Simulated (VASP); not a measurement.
# WAu (F-43m) in VASP: settings compared

The runs below take WAu through relaxation of cell and atoms, single point, with LDA, PBEsol, PBE.

All numbers are computed with VASP 6.6.1; they aren't measurements. Logs are shortened: lines on timing, memory, paths and dates and some standing lists are left out, and cuts for length are marked.

### 1 The cell of the first run

The structure is cubic, space group F-43m (No. 216). Conventional cell: a = 5.496 Å, b = 5.496 Å, c = 5.496 Å, α = 90.00°, β = 90.00°, γ = 90.00°. Within 3.1 Å of W (site symmetry -43m) lie 4 Au at 2.38 Å. Within 3.1 Å of Au (site symmetry -43m) lie 4 W at 2.38 Å.

### 2 Relaxation of cell and atoms, LDA

INCAR

```
SYSTEM = WAu
  PREC = Accurate
  ENCUT = 600
  EDIFF = 1E-6
  ISMEAR = -1
  SIGMA = 0.05
  LREAL = .False.
  LASPH = .True.
  NELM = 60
  ALGO = Normal
  ISIF = 3
  LWAVE = .False.
  LCHARG = .False.
  IBRION = 2
  NSW = 60
  EDIFFG = -0.01
```

KPOINTS

```
regular mesh
0
Gamma
  8 8 8
  0 0 0
```

POSCAR

```
WAu
1.0
    0.0000000000      2.7479792600      2.7479792600
    2.7479792600      0.0000000000      2.7479792600
    2.7479792600      2.7479792600      0.0000000000
W Au
1 1
Direct
    0.0000000000      0.0000000000      0.0000000000
    0.7500000000      0.7500000000      0.7500000000
```

Potentials or basis: VASP PAW LDA potentials, release 64 (W_sv, Au).

Started as:

```
> cat potpaw_LDA.64/W_sv/POTCAR potpaw_LDA.64/Au/POTCAR > POTCAR
> mpirun -np 1 vasp_std > vasp.out
```

OUTCAR:

```text
SYSTEM = WAu
   PREC = Accurate
   ENCUT = 600
   EDIFF = 1E-6
   ISMEAR = -1
   LREAL = .False.
   LASPH = .True.
   NELM = 60
   ISIF = 3
   IBRION = 2
   NSW = 60
   EDIFFG = -0.01

 ion  position               nearest neighbor table
   1  0.000  0.000  0.000-   2 2.38   2 2.38   2 2.38   2 2.38
   2  0.750  0.750  0.750-   1 2.38   1 2.38   1 2.38   1 2.38

  LATTYP: Found a face centered cubic cell.
 ALAT       =     5.4959585200

  Lattice vectors:

 A1 = (   0.0000000000,   2.7479792600,   2.7479792600)
 A2 = (   2.7479792600,   0.0000000000,   2.7479792600)
 A3 = (   2.7479792600,   2.7479792600,   0.0000000000)

Analysis of symmetry for initial positions (statically):
=====================================================================
 Subroutine PRICEL returns:
 Original cell was already a primitive cell.

 Routine SETGRP: Setting up the symmetry group for a
 face centered cubic supercell.

 Subroutine GETGRP returns: Found 24 space group operations
 (whereof 24 operations were pure point group operations)
 out of a pool of 48 trial point group operations.

The static configuration has the point symmetry T_d .

Analysis of symmetry for dynamics (positions and initial velocities):
=====================================================================
 Subroutine PRICEL returns:
 Original cell was already a primitive cell.

 Routine SETGRP: Setting up the symmetry group for a
 face centered cubic supercell.

 Subroutine GETGRP returns: Found 24 space group operations
 (whereof 24 operations were pure point group operations)
 out of a pool of 48 trial point group operations.

The dynamic configuration has the point symmetry T_d .

 Subroutine INISYM returns: Found 24 space group operations
 (whereof 24 operations are pure point group operations),
 and found     1 'primitive' translations

----------------------------------------------------------------------------------------

                                     Primitive cell

  volume of cell :      41.5021

  direct lattice vectors                    reciprocal lattice vectors
     0.000000000  2.747979260  2.747979260    -0.181951883  0.181951883  0.181951883
     2.747979260  0.000000000  2.747979260     0.181951883 -0.181951883  0.181951883
     2.747979260  2.747979260  0.000000000     0.181951883  0.181951883 -0.181951883

  length of vectors
     3.886229539  3.886229539  3.886229539     0.315149905  0.315149905  0.315149905

  position of ions in fractional coordinates (direct lattice)
     0.000000000  0.000000000  0.000000000
     0.750000000  0.750000000  0.750000000

  ion indices of the primitive-cell ions
   primitive index   ion index
                 1           1
                 2           2

----------------------------------------------------------------------------------------

 KPOINTS: regular mesh

Automatic generation of k-mesh.
 Grid dimensions read from file:
 generate k-points for:    8    8    8

 Generating k-lattice:

  Cartesian coordinates                     Fractional coordinates (reciprocal lattice)
    -0.022743985  0.022743985  0.022743985     0.125000000  0.000000000  0.000000000
     0.022743985 -0.022743985  0.022743985     0.000000000  0.125000000  0.000000000
     0.022743985  0.022743985 -0.022743985     0.000000000  0.000000000  0.125000000

  Length of vectors
     0.039393738  0.039393738  0.039393738

  Shift w.r.t. Gamma in fractional coordinates (k-lattice)
     0.000000000  0.000000000  0.000000000

 Subroutine IBZKPT returns following result:
 ===========================================

 Found     29 irreducible k-points:

 Following reciprocal coordinates:
            Coordinates               Weight
  0.000000  0.000000  0.000000      1.000000
  0.125000  0.000000  0.000000      8.000000
  0.250000  0.000000  0.000000      8.000000
  0.375000  0.000000  0.000000      8.000000
  0.500000  0.000000  0.000000      4.000000
  0.125000  0.125000  0.000000      6.000000
[... 16 lines left out ...]
  0.500000  0.250000  0.125000     48.000000
 -0.375000  0.250000  0.125000     24.000000
 [... further k-points ...]
   k-points           NKPTS =     29   k-points in BZ     NKDIM =     29   number of bands    NBANDS=     16
   number of dos      NEDOS =    301   number of ions     NIONS =      2
   total plane-waves  NPLWV =  32768
   dimension x,y,z NGX =    32 NGY =   32 NGZ =   32
   dimension x,y,z NGXF=    64 NGYF=   64 NGZF=   64
   ions per type =               1   1
   NGX,Y,Z   is equivalent  to a cutoff of  13.69, 13.69, 13.69 a.u.
   NGXF,Y,Z  is equivalent  to a cutoff of  27.38, 27.38, 27.38 a.u.
 SYSTEM =  WAu
   PREC   = accura    normal or accurate (medium, high low for compatibility)
   ISTART =      0    job   : 0-new  1-cont  2-samecut
   ICHARG =      2    charge: 1-file 2-atom 10-const
   ISPIN  =      1    spin polarized calculation?
   LNONCOLLINEAR =      F non collinear calculations
   LSORBIT =      F    spin-orbit coupling
   LASPH  =      T    aspherical Exc in radial PAW
   ENCUT  =  600.0 eV  44.10 Ry    6.64 a.u.   7.76  7.76  7.76*2*pi/ulx,y,z
   NELM   =     60;   NELMIN=  2; NELMDL= -5     # of ELM steps
   EDIFF  = 0.1E-05   stopping-criterion for ELM
   LREAL  =      F    real-space projection
   EDIFFG = -.1E-01   stopping-criterion for IOM
   NSW    =     60    number of steps for IOM
   IBRION =      2    ionic relax: 0-MD 1-quasi-New 2-CG
   NFREE  =      1    steps in history (QN), initial steepest desc. (CG)
   ISIF   =      3    stress and relaxation
   ISYM   =      2    0-nonsym 1-usesym 2-fastsym
   POTIM  = 0.5000    time-step for ionic-motion
   TEBEG  =    0.0;   TEEND  =   0.0 temperature during run
   PSTRESS=    0.0 pullay stress
   NELECT =      25.0000    total number of electrons
   NUPDOWN=      -1.0000    fix difference up-down
   EMIN   =  10.00;   EMAX   =-10.00  energy-range for DOS
   EFERMI =   0.00;   METHOD = LEGACY
   ISMEAR =    -1;   SIGMA  =   0.05  broadening in eV -4-tet -1-fermi 0-gaus
   EFERMI_NEDOS =   21; number of points for ismear=-14 and -15
   IALGO  =     38    algorithm
   IMIX   =      4    mixing-type and parameters
     AMIX     =   0.40;   BMIX     =  1.00
     AMIX_MAG =   1.60;   BMIX_MAG =  1.00
  volume/ion in A,a.u.               =      20.75       140.04
  Fermi-wavevector in a.u.,A,eV,Ry     =   1.382605  2.612744 26.008842  1.911596
  Thomas-Fermi vector in A             =   2.507280
   LORBIT       =      0    0 simple, 1 ext, 2 COOP (PROOUT), +10 PAW based schemes
   GGA     = CA    functional components
   LHFCALC =     F    Hartree Fock is set to
   AEXX    =    0.0000 exact exchange contribution
   IVDW    =     0    specifies the selected vdW correction
   LEPSILON=     F    determine dielectric tensor
   LRPA    =     F    only Hartree local field effects (RPA)
 conjugate gradient relaxation of ions
 non-spin polarized calculation
  energy-cutoff  :      600.00
  volume of cell :       41.50
 maximum number of plane-waves:      1411
   NGX = 15   NGY = 15   NGZ = 15

--------------------------------------- Ionic step        1  -------------------------------------------

 number of electron      25.0000000 magnetization

 Free energy of the ion-electron system (eV)
  ---------------------------------------------------
  ext. energy  EPLUGINS =         0.00000000
  ---------------------------------------------------
  free energy    TOTEN  =       -14.15510151 eV

  energy without entropy =      -14.13886303  energy(sigma->0) =      -14.14698227

------------------------ aborting loop because EDIFF is reached ----------------------------------------

  FORCE on cell =-STRESS in cart. coord.  units (eV):
  Direction    XX          YY          ZZ          XY          YZ          ZX
  --------------------------------------------------------------------------------------
  -------------------------------------------------------------------------------------
  Total        6.1380062      6.1380062      6.1380062     -0.0000000      0.0000000     -0.0000000
  in kB      236.9559163    236.9559163    236.9559163     -0.0000000      0.0000000     -0.0000000
  external PRESSURE =     236.9559163 kB  Pullay stress =       0.0000000 kB
[... 21 lines left out ...]
  energy  without entropy=      -14.1388630328  energy(sigma->0) =      -14.14698227

--------------------------------------- Ionic step        2  -------------------------------------------

 number of electron      24.9999998 magnetization

 E-fermi :   3.0646     XC(G=0):  -9.7349

 val. band max:        3.0414296161   @ k =  -0.3750   0.2500   0.1250
 cond. band min:       3.0727440435   @ k =   0.3750   0.2500   0.0000
 fundamental gap:      0.0313144274
 Fermi energy:         3.0645764522

 k-point     1 :       0.0000    0.0000    0.0000
  band No.  band energies     occupation
      1     -71.1660      2.00000
      2     -35.4959      2.00000
      3     -35.4959      2.00000
      4     -35.4959      2.00000
      5      -3.1719      2.00000
      6      -1.6050      2.00000
[... 8 lines left out ...]
     15       3.9516      0.00000
     16      10.1983      0.00000
[... 542 lines left out ...]
  energy  without entropy=      -14.4801546457  energy(sigma->0) =      -14.48930151

--------------------------------------- Ionic step        5  -------------------------------------------

 number of electron      25.0000000 magnetization

 Free energy of the ion-electron system (eV)
  ---------------------------------------------------
  ext. energy  EPLUGINS =         0.00000000
  ---------------------------------------------------
  free energy    TOTEN  =       -14.49853024 eV

  energy without entropy =      -14.48028348  energy(sigma->0) =      -14.48940686

 E-fermi :   5.9865     XC(G=0): -11.1733

 val. band max:        5.9542827562   @ k =  -0.3750   0.2500   0.1250
 cond. band min:       6.0278803895   @ k =   0.3750   0.2500   0.0000
 fundamental gap:      0.0735976333
 Fermi energy:         5.9864611212

 k-point     1 :       0.0000    0.0000    0.0000
  band No.  band energies     occupation
      1     -67.8205      2.00000
      2     -32.2796      2.00000
      3     -32.2796      2.00000
      4     -32.2796      2.00000
      5      -1.8095      2.00000
      6       0.0057      2.00000
[... 8 lines left out ...]
     15       7.6757      0.00000
     16      14.6393      0.00000
[... 466 lines left out ...]
  FREE ENERGIE OF THE ION-ELECTRON SYSTEM (eV)
  ---------------------------------------------------
  free  energy   TOTEN  =       -14.4985302440 eV

  energy  without entropy=      -14.4802834751  energy(sigma->0) =      -14.48940686

 reached required accuracy - stopping structural energy minimisation
```

Wall time 1.9 min (1 thread of AMD EPYC 7R13, shared host); peak memory 0.15 GiB.

What came out:

* Free energy: -14.4985 eV
* Relaxed volume: 23.34 Å³/atom
* Relaxed cell: a = 4.042 Å, b = 4.042 Å, c = 4.042 Å, α = 60.00°, β = 60.00°, γ = 60.00°
* Space group after relaxing (to 0.1 Å): F-43m (No. 216)
* Pressure after relaxing: 0.0 GPa
* Band gap on the k mesh: zero (an odd number of electrons rules out a gap without spin polarisation)

Final structure:
```
CELL_PARAMETERS angstrom
0.00000 2.85800 2.85800
2.85800 0.00000 2.85800
2.85800 2.85800 0.00000
ATOMIC_POSITIONS crystal
W 0.00000 0.00000 0.00000
Au 0.75000 0.75000 0.75000
```

Caveat: spin-orbit coupling is left out, which moves the levels of the heavy elements.

### 3 Relaxation of cell and atoms, PBEsol

INCAR

```
ALGO     = Normal         # electronic algorithm
EDIFF    = 1E-6           # SCF threshold, eV
EDIFFG   = -0.01          # ionic threshold
ENCUT    = 600            # plane-wave cutoff, eV
GGA      = PS             # functional
IBRION   = 2              # ionic algorithm
ISIF     = 3              # what is computed and relaxed
ISMEAR   = -1             # smearing method
LASPH    = T              # aspherical terms in the spheres
LCHARG   = F              # write CHGCAR
LREAL    = F              # projectors in reciprocal space
LWAVE    = F              # write WAVECAR
NELM     = 60             # most SCF steps
NSW      = 60             # ionic steps
PREC     = Accurate       # precision mode
SIGMA    = 0.05           # smearing width, eV
```

KPOINTS

```
k-points
0
Gamma
  8 8 8
```

POSCAR is that of step 2.

Potentials or basis: VASP PAW PBE potentials, release 64 (W_sv, Au).

Started as:

```
> cat potpaw_PBE.64/W_sv/POTCAR potpaw_PBE.64/Au/POTCAR > POTCAR
> mpirun -np 1 vasp_std > vasp.out
```

OUTCAR:

```text
EDIFF = 1E-6
   EDIFFG = -0.01
   ENCUT = 600
   GGA = PS
   IBRION = 2
   ISIF = 3
   ISMEAR = -1
   LASPH = T
   LREAL = F
   NELM = 60
   NSW = 60
   PREC = Accurate

 ion  position               nearest neighbor table
   1  0.000  0.000  0.000-   2 2.38   2 2.38   2 2.38   2 2.38
   2  0.750  0.750  0.750-   1 2.38   1 2.38   1 2.38   1 2.38

  LATTYP: Found a face centered cubic cell.
 ALAT       =     5.4959585200

  Lattice vectors:

 A1 = (   0.0000000000,   2.7479792600,   2.7479792600)
 A2 = (   2.7479792600,   0.0000000000,   2.7479792600)
 A3 = (   2.7479792600,   2.7479792600,   0.0000000000)

Analysis of symmetry for initial positions (statically):
=====================================================================
 Subroutine PRICEL returns:
 Original cell was already a primitive cell.

 Routine SETGRP: Setting up the symmetry group for a
 face centered cubic supercell.

 Subroutine GETGRP returns: Found 24 space group operations
 (whereof 24 operations were pure point group operations)
 out of a pool of 48 trial point group operations.

The static configuration has the point symmetry T_d .

Analysis of symmetry for dynamics (positions and initial velocities):
[... 163 lines left out ...]
  FORCE on cell =-STRESS in cart. coord.  units (eV):
  Direction    XX          YY          ZZ          XY          YZ          ZX
  --------------------------------------------------------------------------------------
  -------------------------------------------------------------------------------------
  Total        6.9098444      6.9098444      6.9098444      0.0000000      0.0000000      0.0000000
  in kB      266.7525042    266.7525042    266.7525042      0.0000000      0.0000000      0.0000000
  external PRESSURE =     266.7525042 kB  Pullay stress =       0.0000000 kB
[... 23 lines left out ...]
--------------------------------------- Ionic step        2  -------------------------------------------

 number of electron      25.0000001 magnetization

 E-fermi :   2.7495     XC(G=0):  -9.4012

 val. band max:        2.7246900444   @ k =  -0.3750   0.2500   0.1250
 cond. band min:       2.7534250104   @ k =   0.3750   0.2500   0.0000
 fundamental gap:      0.0287349660
 Fermi energy:         2.7494751734

 k-point     1 :       0.0000    0.0000    0.0000
  band No.  band energies     occupation
      1     -71.9578      2.00000
      2     -36.0301      2.00000
      3     -36.0301      2.00000
      4     -36.0301      2.00000
      5      -3.2895      2.00000
      6      -1.7434      2.00000
[... 554 lines left out ...]
--------------------------------------- Ionic step        5  -------------------------------------------

 number of electron      25.0000000 magnetization

 Free energy of the ion-electron system (eV)
  ---------------------------------------------------
  ext. energy  EPLUGINS =         0.00000000
  ---------------------------------------------------
  free energy    TOTEN  =       -13.66262177 eV

  energy without entropy =      -13.64395693  energy(sigma->0) =      -13.65328935

 E-fermi :   5.8290     XC(G=0): -11.0010

 val. band max:        5.7936149297   @ k =  -0.3750   0.2500   0.1250
 cond. band min:       5.8692182404   @ k =   0.3750   0.2500   0.0000
 fundamental gap:      0.0756033107
 Fermi energy:         5.8290141822

 k-point     1 :       0.0000    0.0000    0.0000
  band No.  band energies     occupation
      1     -68.4225      2.00000
      2     -32.6194      2.00000
      3     -32.6194      2.00000
      4     -32.6194      2.00000
      5      -1.9195      2.00000
      6      -0.0506      2.00000
[... 476 lines left out ...]
  FREE ENERGIE OF THE ION-ELECTRON SYSTEM (eV)
  ---------------------------------------------------
  free  energy   TOTEN  =       -13.6626217712 eV

  energy  without entropy=      -13.6439569328  energy(sigma->0) =      -13.65328935

 reached required accuracy - stopping structural energy minimisation
```

OSZICAR:

```text
N       E                     dE             d eps       ncg     rms          rms(c)
DAV:   1     0.197210821061E+03    0.19721E+03   -0.14427E+04   928   0.176E+03
DAV:   2    -0.102941578770E+02   -0.20750E+03   -0.20544E+03  1184   0.432E+02
DAV:   3    -0.146252475756E+02   -0.43311E+01   -0.42359E+01  1080   0.603E+01
[... 47 lines left out ...]
DAV:   2    -0.136627968299E+02    0.26269E-02   -0.78736E-03  1032   0.811E-01    0.994E-02
DAV:   3    -0.136626213416E+02    0.17549E-03   -0.11341E-03  1080   0.257E-01    0.749E-02
DAV:   4    -0.136626178417E+02    0.34999E-05   -0.44078E-05   976   0.600E-02    0.513E-02
DAV:   5    -0.136626219802E+02   -0.41385E-05   -0.24284E-05   976   0.420E-02    0.424E-03
DAV:   6    -0.136626217712E+02    0.20907E-06   -0.71205E-07   536   0.736E-03
   5 F= -.13662622E+02 E0= -.13653289E+02  d E =-.436439E+00
```

It took 2.5 min on 1 thread of AMD EPYC 7R13, shared host; peak memory 0.17 GiB.

Results:

- Free energy: -13.6626 eV
- Relaxed volume: 23.74 Å³/atom
- Relaxed cell: a = 4.064 Å, b = 4.064 Å, c = 4.064 Å, α = 60.00°, β = 60.00°, γ = 60.00°
- Space group after relaxing (to 0.1 Å): F-43m (No. 216)
- Pressure after relaxing: 0.0 GPa
- Band gap on the k mesh: zero (an odd number of electrons rules out a gap without spin polarisation)

Final structure:
```
W Au
1.0
     0.00000    2.87399    2.87399
     2.87399    0.00000    2.87399
     2.87399    2.87399    0.00000
W Au
1 1
Cartesian
  0.0000 0.0000 0.0000
  4.3110 4.3110 4.3110
```

Caveat: the PAW data sets were made with another functional, which shifts forces and pressure a little; spin-orbit coupling is left out, which moves the levels of the heavy elements.

### 4 Single point, PBE, non-collinear spin, zero start, spin-orbit coupling

INCAR

```
PREC = Accurate ; ENCUT = 520
EDIFF = 1E-7 ; ISMEAR = -1
SIGMA = 0.05 ; LREAL = F
LASPH = T ; NELM = 150
ALGO = Normal ; ISIF = 2
LWAVE = F ; LCHARG = T
MAGMOM = 0 0 0 0 0 0 ; LORBIT = 11
LSORBIT = T ; GGA_COMPAT = F
LORBMOM = T ; LMAXMIX = 4
GGA = PE ; LVHAR = T
NBANDS = 37
```

KPOINTS

```
regular mesh
0
Gamma
  6 6 6
```

POSCAR is that of step 3.

Started as:

```
> cat potpaw_PBE.64/W_sv/POTCAR potpaw_PBE.64/Au/POTCAR > POTCAR
> mpirun -np 1 vasp_ncl > vasp.out
```

Run time: 2.1 min. Hardware: 1 thread of AMD EPYC 7R13, shared host; peak memory 0.27 GiB.

Results (log left out):

| Quantity | Value |
| --- | --- |
| Free energy | -12.8914 eV |
| Pressure | 32.8 GPa |
| Net moment | 0.00 μB per cell |
| Valence electrons inside the program's atomic spheres | W 12.17; Au 10.23 |

Moments on the atoms (μB; x, y, z):
```
W   0.00 0.00 0.00
Au  0.00 0.00 0.00
```

Caveat: the cell stands under pressure.

### 5 Summary

| task | level | potentials or basis | spin | cell | k mesh | cutoff (eV) | gap on the mesh (eV) | pressure (GPa) | relaxed volume (Å³/atom) |
| --- | --- | --- | --- | --- | --- | --- | --- | --- | --- |
| relaxation of cell and atoms | LDA | VASP PAW LDA potentials, release 64 (W_sv, Au) | off | relaxed | 8 × 8 × 8 | 600 | none | 0.0 | 23.34 |
| relaxation of cell and atoms | PBEsol | VASP PAW PBE potentials, release 64 (W_sv, Au) | off | relaxed | 8 × 8 × 8 | 600 | none | 0.0 | 23.74 |
| single point | PBE | VASP PAW PBE potentials, release 64 (W_sv, Au) | non-collinear, zero start, SOC | as given | 6 × 6 × 6 | 520 | - | 32.8 | - |

Alike in all rows: smearing fermi-dirac 0.05 eV.

Caveats: spin-orbit coupling is left out, which moves the levels of the heavy elements (at least some runs); the PAW data sets were made with another functional, which shifts forces and pressure a little (at least some runs); the cell stands under pressure (at least some runs).

Total energies depend on the potentials used, so only differences within one code and one set of settings carry meaning.
